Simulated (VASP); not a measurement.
# MgSc2C2 (I4/mmm) in VASP: further runs, part 2 of 2

VASP 6.6.1. The steps go on from the part before.

## 4. Single point, PBE

This run uses another cell than the first one, of 20.77 Å³/atom.

Contents of INCAR:

```
SYSTEM = MgSc2C2
ALGO = Normal
EDIFF = 1E-6
ENCUT = 520
GGA = PE
ISIF = 2
ISMEAR = 0
LASPH = .TRUE.
LCHARG = .FALSE.
LREAL = .FALSE.
LWAVE = .FALSE.
NBANDS = 24
NELM = 80
PREC = Accurate
SIGMA = 0.1
```

Contents of KPOINTS:

```
k-points
0
G
  12 12 12
  0 0 0
```

Contents of POSCAR:

```
MgSc2C2
1.0
   -2.1561688081      2.1561688081      5.5839872884
    2.1561688081     -2.1561688081      5.5839872884
    2.1561688081      2.1561688081     -5.5839872884
Mg Sc C
1 2 2
Direct
    0.0000000000      0.0000000000      0.0000000000
    0.7500000000      0.2500000000      0.5000000000
    0.2500000000      0.7500000000      0.5000000000
    0.8144609843      0.8144609843      0.0000000000
    0.1855390157      0.1855390157      0.0000000000
```

Potentials or basis: VASP PAW PBE potentials, release 64 (Mg, Sc_sv, C).

Run with:

```sh
cat potpaw_PBE.64/Mg/POTCAR potpaw_PBE.64/Sc_sv/POTCAR potpaw_PBE.64/C/POTCAR > POTCAR
mpirun -np 1 vasp_std > vasp.out
```

OUTCAR:

```text
SYSTEM = MgSc2C2
   EDIFF = 1E-6
   ENCUT = 520
   GGA = PE
   ISIF = 2
   ISMEAR = 0
   LASPH = .TRUE.
   LREAL = .FALSE.
   NELM = 80
   PREC = Accurate

 ion  position               nearest neighbor table
   1  0.000  0.000  0.000-   4 2.07   5 2.07   2 3.53   3 3.53   2 3.53   3 3.53   2 3.53   3 3.53
                             2 3.53   3 3.53
   2  0.750  0.250  0.500-   4 2.27   5 2.27   4 2.27   5 2.27   3 3.05   3 3.05   3 3.05   3 3.05
                             1 3.53   1 3.53   1 3.53   1 3.53
   3  0.250  0.750  0.500-   4 2.27   5 2.27   4 2.27   5 2.27   2 3.05   2 3.05   2 3.05   2 3.05
                             1 3.53   1 3.53   1 3.53   1 3.53
   4  0.814  0.814  0.000-   1 2.07   2 2.27   3 2.27   2 2.27   3 2.27
   5  0.186  0.186  0.000-   1 2.07   3 2.27   2 2.27   2 2.27   3 2.27

  LATTYP: Found a body centered tetragonal cell.
 ALAT       =     4.3123376162
 C/A-ratio  =     2.5897727800

  Lattice vectors:

 A1 = (  -2.1561688081,   2.1561688081,   5.5839872884)
 A2 = (   2.1561688081,  -2.1561688081,   5.5839872884)
 A3 = (   2.1561688081,   2.1561688081,  -5.5839872884)

Analysis of symmetry for initial positions (statically):
=====================================================================
 Subroutine PRICEL returns:
 Original cell was already a primitive cell.

 Routine SETGRP: Setting up the symmetry group for a
 body centered tetragonal supercell.

 Subroutine GETGRP returns: Found 16 space group operations
 (whereof 16 operations were pure point group operations)
 out of a pool of 16 trial point group operations.

The static configuration has the point symmetry D_4h.

Analysis of symmetry for dynamics (positions and initial velocities):
=====================================================================
 Subroutine PRICEL returns:
 Original cell was already a primitive cell.

 Routine SETGRP: Setting up the symmetry group for a
 body centered tetragonal supercell.

 Subroutine GETGRP returns: Found 16 space group operations
[... 131 lines left out ...]
  Fermi-wavevector in a.u.,A,eV,Ry     =   1.105779  2.089619 16.636474  1.222746
  Thomas-Fermi vector in A             =   2.242270
   LORBIT       =      0    0 simple, 1 ext, 2 COOP (PROOUT), +10 PAW based schemes
   GGA     = PE    functional components
   LHFCALC =     F    Hartree Fock is set to
   AEXX    =    0.0000 exact exchange contribution
   IVDW    =     0    specifies the selected vdW correction
   LEPSILON=     F    determine dielectric tensor
   LRPA    =     F    only Hartree local field effects (RPA)
 non-spin polarized calculation
 Gauss-broadening in eV      SIGMA  =   0.10
  energy-cutoff  :      520.00
  volume of cell :      103.84
 maximum number of plane-waves:      2836
   NGX = 23   NGY = 23   NGZ = 23

 number of electron      31.9999997 magnetization

 Free energy of the ion-electron system (eV)
  ---------------------------------------------------
  ext. energy  EPLUGINS =         0.00000000
  ---------------------------------------------------
  free energy    TOTEN  =       -32.63788434 eV

  energy without entropy =      -32.63788434  energy(sigma->0) =      -32.63788434

 E-fermi :   1.9061     XC(G=0):  -8.6117

 val. band max:        1.3790607217   @ k =   0.5000   0.5000   0.2500
 cond. band min:       2.4942858730   @ k =  -0.3333   0.3333   0.0000
 fundamental gap:      1.1152251512
 Fermi energy:         1.9060774561

 k-point     1 :       0.0000    0.0000    0.0000
  band No.  band energies     occupation
      1     -46.5832      2.00000
      2     -46.4885      2.00000
      3     -25.3969      2.00000
      4     -25.3144      2.00000
      5     -25.3144      2.00000
      6     -25.2959      2.00000
[... 637 lines left out ...]
     23       5.6508      0.00000
     24       6.3094      0.00000

 [... further k-points ...]

------------------------ aborting loop because EDIFF is reached ----------------------------------------

  FORCE on cell =-STRESS in cart. coord.  units (eV):
  Direction    XX          YY          ZZ          XY          YZ          ZX
  --------------------------------------------------------------------------------------
  -------------------------------------------------------------------------------------
  Total        0.2079735      0.2079735      0.0741318      0.0000000      0.0000000      0.0000000
  in kB        3.2088448      3.2088448      1.1437866      0.0000000      0.0000000      0.0000000
  external PRESSURE =       2.5204920 kB  Pullay stress =       0.0000000 kB

 VOLUME and BASIS-vectors are now :
 -----------------------------------------------------------------------------
  energy-cutoff  :      520.00
  volume of cell :      103.84
      direct lattice vectors                 reciprocal lattice vectors
    -2.156168808  2.156168808  5.583987288     0.000000000  0.231892790  0.089541751
     2.156168808 -2.156168808  5.583987288     0.231892790  0.000000000  0.089541751
     2.156168808  2.156168808 -5.583987288     0.231892790  0.231892790  0.000000000

 POSITION                                       TOTAL-FORCE (eV/Angst)
 -----------------------------------------------------------------------------------
      0.00000      0.00000      0.00000        -0.000000     -0.000000     -0.000000
      0.00000      2.15617      2.79199        -0.000000     -0.000000     -0.000000
      2.15617      0.00000      2.79199        -0.000000     -0.000000     -0.000000
      0.00000      0.00000      9.09588         0.000000      0.000000      0.026537
      0.00000      0.00000      2.07210        -0.000000     -0.000000     -0.026537
 -----------------------------------------------------------------------------------
    total drift:                                0.000000      0.000000      0.000000

  FREE ENERGIE OF THE ION-ELECTRON SYSTEM (eV)
  ---------------------------------------------------
  free  energy   TOTEN  =       -32.6378843382 eV

  energy  without entropy=      -32.6378843382  energy(sigma->0) =      -32.63788434
```

Run time: 14 min. Hardware: 1 thread of Intel Xeon 8259CL, shared host; peak memory 0.59 GiB.

What came out:

```
Free energy            : -32.6379 eV
Pressure               : 0.3 GPa
Largest force          : 0.027 eV/Å
Band gap on the k mesh : 1.12 eV (least direct gap 1.29 eV)
```

Forces in eV/Å, atoms in the order of the input:
```
Mg   0.000  0.000  0.000
Sc   0.000  0.000  0.000
Sc   0.000  0.000  0.000
C    0.000  0.000  0.027
C    0.000  0.000 -0.027
```

## 5. The runs side by side

| task | cell | k mesh | cutoff (eV) | smearing | gap on the mesh (eV) | pressure (GPa) | largest force (eV/Å) |
| --- | --- | --- | --- | --- | --- | --- | --- |
| relaxation of cell and atoms | relaxed from a = 6.562 Å, angles 147.8, 147.8, 46.2°, 5 atoms, atomic positions A | 6 × 6 × 6 | 600 | gaussian 0.1 eV | none | 0.0 | 0.01 |
| single point | a = 6.362 Å, angles 140.4, 140.4, 57.3°, 5 atoms, atomic positions B | 10 × 10 × 10 | 520 | gaussian 0.02 eV | 1.15 | 0.3 | 0.03 |
| single point | a = 6.362 Å, angles 140.4, 140.4, 57.3°, 5 atoms, atomic positions B | 12 × 12 × 12 | 520 | gaussian 0.1 eV | 1.12 | 0.3 | 0.03 |

Alike in all rows: level PBE; potentials or basis VASP PAW PBE potentials, release 64 (Mg, Sc_sv, C); no spin polarisation.

Total energies depend on the potentials used, so only differences within one code and one set of settings carry meaning.

The gap in the log of VASP goes by the Fermi energy; the results here count the filled bands.